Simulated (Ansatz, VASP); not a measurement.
This is a calculation of Pb for Ansatz 0.2.0.

input.yaml

```yaml
crystal:
  lattice:
    - [0.0, 2.4244952108, 2.4244952108]
    - [2.4244952108, 0.0, 2.4244952108]
    - [2.4244952108, 2.4244952108, 0.0]
  atoms:
    - { symbol: Pb, position: [0.0, 0.0, 0.0] }
hamiltonian:
  xc: pbe0
  pseudopotentials: { kind: paw }
kpoints:
  mp_grid: { grid: [5, 5, 5] }
scf:
  occupations: { method: fermi_dirac, width: 0.05 }
output:
  forces: true
  stress: true
  eigenvalues: true
```

Potentials or basis: Ansatz PAW.

Run with:

```sh
$ ansatz run input.yaml --threads 2 --pin off --max-ram 5632MiB --backend cpu --events-out ev --progress --plain --runs-dir out
```

Q: Set up the same calculation for VASP 6.6.1. Potentials there: VASP PAW PBE potentials, release 64 (Pb_d).

A: As run (the cutoff follows the program's own potentials):

Contents of POSCAR:

```
Pb
1.0
    0.0000000000      2.4244952108      2.4244952108
    2.4244952108      0.0000000000      2.4244952108
    2.4244952108      2.4244952108      0.0000000000
Pb
1
Direct
    0.0000000000      0.0000000000      0.0000000000
```

Contents of INCAR.step1:

```
SYSTEM = Pb
  PREC = Accurate
  ENCUT = 520
  EDIFF = 1E-5
  ISMEAR = -1
  SIGMA = 0.05
  LREAL = .FALSE.
  LASPH = .TRUE.
  NELM = 80
  ALGO = Normal
  ISIF = 2
  LWAVE = .TRUE.
  LCHARG = .FALSE.
  GGA = PE
  NBANDS = 13
```

The input INCAR.step2:

```
SYSTEM = Pb
  PREC = Accurate
  ENCUT = 520
  EDIFF = 1E-6
  ISMEAR = -1
  SIGMA = 0.05
  LREAL = .FALSE.
  LASPH = .TRUE.
  NELM = 80
  ALGO = Normal
  ISIF = 2
  LWAVE = .FALSE.
  LCHARG = .FALSE.
  GGA = PE
  LHFCALC = .TRUE.
  AEXX = 0.25
  PRECFOCK = Normal
  ISTART = 1
  NBANDS = 13
```

KPOINTS

```
regular mesh
0
G
  5 5 5
  0 0 0
```

Potentials or basis: VASP PAW PBE potentials, release 64 (Pb_d).

Run with:

```console
$ cat potpaw_PBE.64/Pb_d/POTCAR > POTCAR
$ cp INCAR.step1 INCAR
$ mpirun -np 1 vasp_std > vasp.out
$ cp INCAR.step2 INCAR
$ mpirun -np 1 vasp_std > vasp.out
```

Both were run:

|  | VASP | Ansatz | Ansatz less VASP |
| --- | --- | --- | --- |
| gap on the k mesh at the Fermi level (eV) | none | none | - |
| pressure (GPa) | 3.8 | 4.0 | +0.20 |

A gap of «none» marks a metal or a gap that the smearing closes.

The k mesh is coarse, so the values compare programs but aren't converged. Spin-orbit coupling is off throughout.
